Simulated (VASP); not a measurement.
# TiNi (Pm-3m) in VASP: further runs, part 3 of 3

VASP 6.6.1.

## 6. Single point, PBEsol (volume scaled by 1.06)

INCAR

```
SYSTEM = TiNi
PREC = Accurate
ENCUT = 520
EDIFF = 1E-6
ISMEAR = 0
SIGMA = 0.1
LREAL = .False.
LASPH = .True.
NELM = 100
ALGO = Normal
ISIF = 2
LWAVE = .False.
LCHARG = .True.
GGA = PS
LELF = .True.
LVHAR = .True.
NBANDS = 18
```

KPOINTS

```
regular mesh
0
Gamma
  14 14 14
  0 0 0
```

POSCAR

```
TiNi
1.0
    3.0291337645      0.0000000000      0.0000000000
    0.0000000000      3.0291337645      0.0000000000
    0.0000000000      0.0000000000      3.0291337645
Ti Ni
1 1
Direct
    0.5000000000      0.5000000000      0.5000000000
    0.0000000000      0.0000000000      0.0000000000
```

Potentials or basis: VASP PAW PBE potentials, release 64 (Ti_sv, Ni).

Launch:

```
$ cat potpaw_PBE.64/Ti_sv/POTCAR potpaw_PBE.64/Ni/POTCAR > POTCAR
$ mpirun -np 1 vasp_std > vasp.out
```

OUTCAR:

```text
SYSTEM = TiNi
   PREC = Accurate
   ENCUT = 520
   EDIFF = 1E-6
   ISMEAR = 0
   LREAL = .False.
   LASPH = .True.
   NELM = 100
   ISIF = 2
   GGA = PS

 ion  position               nearest neighbor table
   1  0.500  0.500  0.500-   2 2.62   2 2.62   2 2.62   2 2.62   2 2.62   2 2.62   2 2.62   2 2.62

   2  0.000  0.000  0.000-   1 2.62   1 2.62   1 2.62   1 2.62   1 2.62   1 2.62   1 2.62   1 2.62

  LATTYP: Found a simple cubic cell.
 ALAT       =     3.0291337645

  Lattice vectors:

 A1 = (   3.0291337645,   0.0000000000,   0.0000000000)
 A2 = (   0.0000000000,   3.0291337645,   0.0000000000)
 A3 = (   0.0000000000,   0.0000000000,   3.0291337645)

Analysis of symmetry for initial positions (statically):
=====================================================================
 Subroutine PRICEL returns:
 Original cell was already a primitive cell.

 Routine SETGRP: Setting up the symmetry group for a
 simple cubic supercell.

 Subroutine GETGRP returns: Found 48 space group operations
 (whereof 48 operations were pure point group operations)
 out of a pool of 48 trial point group operations.

The static configuration has the point symmetry O_h .

Analysis of symmetry for dynamics (positions and initial velocities):
=====================================================================
 Subroutine PRICEL returns:
 Original cell was already a primitive cell.

 Routine SETGRP: Setting up the symmetry group for a
 simple cubic supercell.

 Subroutine GETGRP returns: Found 48 space group operations
 (whereof 48 operations were pure point group operations)
 out of a pool of 48 trial point group operations.

The dynamic configuration has the point symmetry O_h .

 Subroutine INISYM returns: Found 48 space group operations
 (whereof 48 operations are pure point group operations),
 and found     1 'primitive' translations

----------------------------------------------------------------------------------------

                                     Primitive cell

  volume of cell :      27.7943

  direct lattice vectors                    reciprocal lattice vectors
     3.029133765  0.000000000  0.000000000     0.330127382  0.000000000  0.000000000
     0.000000000  3.029133765  0.000000000     0.000000000  0.330127382  0.000000000
     0.000000000  0.000000000  3.029133765     0.000000000  0.000000000  0.330127382

  length of vectors
     3.029133765  3.029133765  3.029133765     0.330127382  0.330127382  0.330127382

  position of ions in fractional coordinates (direct lattice)
     0.500000000  0.500000000  0.500000000
     0.000000000  0.000000000  0.000000000

  ion indices of the primitive-cell ions
   primitive index   ion index
                 1           1
                 2           2

----------------------------------------------------------------------------------------

 KPOINTS: regular mesh

Automatic generation of k-mesh.
 Grid dimensions read from file:
 generate k-points for:   14   14   14

 Generating k-lattice:

  Cartesian coordinates                     Fractional coordinates (reciprocal lattice)
     0.023580527  0.000000000  0.000000000     0.071428571  0.000000000  0.000000000
     0.000000000  0.023580527  0.000000000     0.000000000  0.071428571  0.000000000
     0.000000000  0.000000000  0.023580527     0.000000000  0.000000000  0.071428571

  Length of vectors
     0.023580527  0.023580527  0.023580527

  Shift w.r.t. Gamma in fractional coordinates (k-lattice)
     0.000000000  0.000000000  0.000000000

 Subroutine IBZKPT returns following result:
 ===========================================

 Found    120 irreducible k-points:

 Following reciprocal coordinates:
            Coordinates               Weight
  0.000000  0.000000  0.000000      1.000000
  0.071429  0.000000  0.000000      6.000000
  0.142857  0.000000  0.000000      6.000000
  0.214286  0.000000  0.000000      6.000000
  0.285714  0.000000  0.000000      6.000000
  0.357143  0.000000  0.000000      6.000000
[... 16 lines left out ...]
  0.285714  0.214286  0.000000     24.000000
  0.357143  0.214286  0.000000     24.000000
 [... further k-points ...]
   k-points           NKPTS =    120   k-points in BZ     NKDIM =    120   number of bands    NBANDS=     18
   number of dos      NEDOS =    301   number of ions     NIONS =      2
   total plane-waves  NPLWV =  13824
   dimension x,y,z NGX =    24 NGY =   24 NGZ =   24
   dimension x,y,z NGXF=    48 NGYF=   48 NGZF=   48
   ions per type =               1   1
   NGX,Y,Z   is equivalent  to a cutoff of  13.17, 13.17, 13.17 a.u.
   NGXF,Y,Z  is equivalent  to a cutoff of  26.34, 26.34, 26.34 a.u.
 SYSTEM =  TiNi
   PREC   = accura    normal or accurate (medium, high low for compatibility)
   ISTART =      0    job   : 0-new  1-cont  2-samecut
   ICHARG =      2    charge: 1-file 2-atom 10-const
   ISPIN  =      1    spin polarized calculation?
   LNONCOLLINEAR =      F non collinear calculations
   LSORBIT =      F    spin-orbit coupling
   LASPH  =      T    aspherical Exc in radial PAW
   ENCUT  =  520.0 eV  38.22 Ry    6.18 a.u.   5.63  5.63  5.63*2*pi/ulx,y,z
   NELM   =    100;   NELMIN=  2; NELMDL= -5     # of ELM steps
   EDIFF  = 0.1E-05   stopping-criterion for ELM
   LREAL  =      F    real-space projection
   EDIFFG = 0.1E-04   stopping-criterion for IOM
   NSW    =      0    number of steps for IOM
   IBRION =     -1    ionic relax: 0-MD 1-quasi-New 2-CG
   NFREE  =      0    steps in history (QN), initial steepest desc. (CG)
   ISIF   =      2    stress and relaxation
   ISYM   =      2    0-nonsym 1-usesym 2-fastsym
   POTIM  = 0.5000    time-step for ionic-motion
   TEBEG  =    0.0;   TEEND  =   0.0 temperature during run
   PSTRESS=    0.0 pullay stress
   NELECT =      22.0000    total number of electrons
   NUPDOWN=      -1.0000    fix difference up-down
   EMIN   =  10.00;   EMAX   =-10.00  energy-range for DOS
   EFERMI =   0.00;   METHOD = LEGACY
   ISMEAR =     0;   SIGMA  =   0.10  broadening in eV -4-tet -1-fermi 0-gaus
   EFERMI_NEDOS =   21; number of points for ismear=-14 and -15
   IALGO  =     38    algorithm
   IMIX   =      4    mixing-type and parameters
     AMIX     =   0.40;   BMIX     =  1.00
     AMIX_MAG =   1.60;   BMIX_MAG =  1.00
  volume/ion in A,a.u.               =      13.90        93.78
  Fermi-wavevector in a.u.,A,eV,Ry     =   1.514365  2.861735 31.202265  2.293302
  Thomas-Fermi vector in A             =   2.624032
   LORBIT       =      0    0 simple, 1 ext, 2 COOP (PROOUT), +10 PAW based schemes
   GGA     = PS    functional components
   LHFCALC =     F    Hartree Fock is set to
   AEXX    =    0.0000 exact exchange contribution
   IVDW    =     0    specifies the selected vdW correction
   LEPSILON=     F    determine dielectric tensor
   LRPA    =     F    only Hartree local field effects (RPA)
 non-spin polarized calculation
 Gauss-broadening in eV      SIGMA  =   0.10
  energy-cutoff  :      520.00
  volume of cell :       27.79
 maximum number of plane-waves:       768
 NGX is ok and might be reduce to    24
   NGX = 11   NGY = 11   NGZ = 11

 number of electron      21.9999998 magnetization

 Free energy of the ion-electron system (eV)
  ---------------------------------------------------
  ext. energy  EPLUGINS =         0.00000000
  ---------------------------------------------------
  free energy    TOTEN  =       -15.16178458 eV

  energy without entropy =      -15.14758472  energy(sigma->0) =      -15.15468465

 E-fermi :   8.9397     XC(G=0): -12.4445

 val. band max:        8.9390275546   @ k =   0.3571   0.0000   0.0000
 cond. band min:       8.9427472091   @ k =   0.4286   0.4286   0.0714
 fundamental gap:      0.0037196545
 Fermi energy:         8.9396961492

 k-point     1 :       0.0000    0.0000    0.0000
  band No.  band energies     occupation
      1     -48.0675      2.00000
      2     -24.2708      2.00000
      3     -24.2708      2.00000
      4     -24.2708      2.00000
      5       1.3076      2.00000
      6       5.2739      2.00000
[... 10 lines left out ...]
     17      17.3593      0.00000
     18      17.3593      0.00000

 k-point     2 :       0.0714    0.0000    0.0000
  band No.  band energies     occupation
      1     -48.0662      2.00000
      2     -24.2839      2.00000
      3     -24.2698      2.00000
      4     -24.2698      2.00000
      5       1.4045      2.00000
      6       5.3121      2.00000
[... 10 lines left out ...]
     17      17.5832      0.00000
     18      17.5832      0.00000
[... 442 lines left out ...]
 k-point    24 :       0.3571    0.2143    0.0000
  band No.  band energies     occupation
      1     -48.0361      2.00000
      2     -24.4687      2.00000
      3     -24.3503      2.00000
      4     -24.2455      2.00000
      5       4.0089      2.00000
      6       5.7037      2.00000
[... 10 lines left out ...]
     17      17.7599      0.00000
     18      21.8944      0.00000

 [... further k-points ...]
[... 5 lines left out ...]
  --------------------------------------------------------------------------------------
  -------------------------------------------------------------------------------------
  Total       -1.5882193     -1.5882193     -1.5882193      0.0000000      0.0000000     -0.0000000
  in kB      -91.5515463    -91.5515463    -91.5515463      0.0000000      0.0000000     -0.0000000
  external PRESSURE =     -91.5515463 kB  Pullay stress =       0.0000000 kB

 VOLUME and BASIS-vectors are now :
 -----------------------------------------------------------------------------
  energy-cutoff  :      520.00
  volume of cell :       27.79
      direct lattice vectors                 reciprocal lattice vectors
     3.029133765  0.000000000  0.000000000     0.330127382  0.000000000  0.000000000
     0.000000000  3.029133765  0.000000000     0.000000000  0.330127382  0.000000000
     0.000000000  0.000000000  3.029133765     0.000000000  0.000000000  0.330127382

 POSITION                                       TOTAL-FORCE (eV/Angst)
 -----------------------------------------------------------------------------------
      1.51457      1.51457      1.51457         0.000000      0.000000      0.000000
      0.00000      0.00000      0.00000         0.000000      0.000000      0.000000
 -----------------------------------------------------------------------------------
    total drift:                                0.000000      0.000000     -0.000000

  FREE ENERGIE OF THE ION-ELECTRON SYSTEM (eV)
  ---------------------------------------------------
  free  energy   TOTEN  =       -15.1617845842 eV

  energy  without entropy=      -15.1475847154  energy(sigma->0) =      -15.15468465
```

OSZICAR:

```text
N       E                     dE             d eps       ncg     rms          rms(c)
DAV:   1     0.169432138199E+03    0.16943E+03   -0.11067E+04  4392   0.159E+03
DAV:   2    -0.334145942579E+01   -0.17277E+03   -0.16818E+03  4382   0.357E+02
DAV:   3    -0.173539803957E+02   -0.14013E+02   -0.13808E+02  6734   0.979E+01
DAV:   4    -0.178948848311E+02   -0.54090E+00   -0.53639E+00  5302   0.162E+01
DAV:   5    -0.179112638067E+02   -0.16379E-01   -0.16375E-01  5222   0.283E+00    0.133E+01
DAV:   6    -0.158235164297E+02    0.20877E+01   -0.14037E+01  4826   0.559E+01    0.775E+00
DAV:   7    -0.171194274267E+02   -0.12959E+01   -0.15243E+01  5418   0.452E+01    0.207E+01
DAV:   8    -0.151882096203E+02    0.19312E+01   -0.14296E+01  5530   0.351E+01    0.170E+00
DAV:   9    -0.151702615939E+02    0.17948E-01   -0.28819E-01  6124   0.643E+00    0.146E+00
DAV:  10    -0.151630331196E+02    0.72285E-02   -0.37177E-02  5844   0.242E+00    0.490E-01
DAV:  11    -0.151622127132E+02    0.82041E-03   -0.29681E-03  5470   0.577E-01    0.243E-01
DAV:  12    -0.151618034833E+02    0.40923E-03   -0.10508E-03  6192   0.325E-01    0.552E-02
DAV:  13    -0.151617894035E+02    0.14080E-04   -0.64971E-05  5296   0.664E-02    0.257E-02
DAV:  14    -0.151617853629E+02    0.40407E-05   -0.10790E-05  5692   0.320E-02    0.801E-03
DAV:  15    -0.151617845842E+02    0.77868E-06   -0.14335E-06  2480   0.163E-02
   1 F= -.15161785E+02 E0= -.15154685E+02  d E =-.141999E-01
```

Wall time 18 s (1 thread of Intel Xeon 6975P-C (Granite Rapids), shared host); peak memory 0.18 GiB.

What came out:

| Quantity | Value |
| --- | --- |
| Free energy | -15.1618 eV |
| Pressure | -9.2 GPa |
| Band gap on the k mesh | zero (band 11 reaches 9.40 eV, above the bottom of band 12 at 7.75 eV) |

Caveat: the PAW data sets were made with another functional, which shifts forces and pressure a little.

## 7. Overview

| cell | gap on the mesh (eV) | pressure (GPa) |
| --- | --- | --- |
| a = 2.910 Å, 2 atoms | none | 12.0 |
| a = 2.941 Å, 2 atoms | none | 5.4 |
| a = 2.988 Å, 2 atoms | none | -3.1 |
| a = 3.000 Å, 2 atoms | none | -5.0 |
| a = 3.029 Å, 2 atoms | none | -9.2 |

Alike in all rows: task single point; level PBEsol; potentials or basis VASP PAW PBE potentials, release 64 (Ti_sv, Ni); no spin polarisation; k mesh 14 × 14 × 14; cutoff (eV) 520; smearing gaussian 0.1 eV.

Caveats: the PAW data sets were made with another functional, which shifts forces and pressure a little.

Total energies depend on the potentials used, so only differences within one code and one set of settings carry meaning.
